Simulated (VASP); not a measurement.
Write the native input for VASP 6.6.1 that does the following.

- Task: relaxation of the atoms
- Functional: r2SCAN
- Potentials or basis: VASP PAW PBE potentials, release 64 (C)
- Cutoff: 520 eV
- k mesh: 9 × 9 × 6
- Occupations: gaussian, width 0.02 eV
- Spin: no spin polarisation
- Dipole correction: no
- Further INCAR settings: ALGO = Normal; EDIFF = 1e-06; IBRION = 2; EDIFFG = -0.002; NSW = 60

C:

```xyz
4
Lattice="2.5033 0.0000 0.0000 -1.2517 2.1680 0.0000 0.0000 0.0000 4.1272" Properties=species:S:1:pos:R:3 pbc="T T T"
C     0.0000    1.4453   -0.0011
C     1.2517    0.7227    2.0625
C     0.0000    1.4453    1.5446
C     1.2517    0.7227    3.6082
```

This cell differs from its parent crystal: strained cell.

The input as run:

POSCAR

```
C
1.0
    2.5033434386      0.0000000000      0.0000000000
   -1.2516717193      2.1679590123      0.0000000000
    0.0000000000      0.0000000000      4.1271665148
C
4
Direct
    0.3333333333      0.6666666667     -0.0002547465
    0.6666666667      0.3333333333      0.4997452535
    0.3333333333      0.6666666667      0.3742547465
    0.6666666667      0.3333333333      0.8742547465
```

INCAR.step1

```
ALGO = Normal
EDIFF = 1E-4
ENCUT = 520
GGA = PE
ISMEAR = 0
LASPH = True
LCHARG = False
LREAL = False
LWAVE = True
NELM = 100
PREC = Accurate
SIGMA = 0.02
```

INCAR.step2

```
ALGO = Normal
EDIFF = 1E-6
EDIFFG = -0.002
ENCUT = 520
IBRION = 2
ISIF = 2
ISMEAR = 0
ISTART = 1
LASPH = True
LCHARG = False
LMIXTAU = True
LREAL = False
LWAVE = False
METAGGA = R2SCAN
NELM = 100
NSW = 60
PREC = Accurate
SIGMA = 0.02
```

KPOINTS

```
k-points
0
Gamma
  9 9 6
```

Potentials or basis: VASP PAW PBE potentials, release 64 (C).

The run is started by

```bash
$ cat potpaw_PBE.64/C/POTCAR > POTCAR
$ cp INCAR.step1 INCAR
$ mpirun -np 1 vasp_std > vasp.out
$ cp INCAR.step2 INCAR
$ mpirun -np 1 vasp_std > vasp.out
```

It gave:

| Property | Result |
| --- | --- |
| Energy gained by relaxing | 0.0 meV/atom |
| Ionic steps | 3 |
| Pressure after relaxing | 5.8 GPa |
| Band gap on the k mesh | 3.53 eV (least direct gap 5.07 eV) |

Caveat: the cell differs from its parent crystal (strained cell); the PAW data sets were made with another functional, which shifts forces and pressure a little; an odd mesh through Γ misses points on the zone boundary, where band edges can lie.

Run time: 50 s on 1 thread of Intel(R) Xeon(R) Platinum 8488C (Sapphire Rapids) (shared host), peak memory 0.13 GiB.
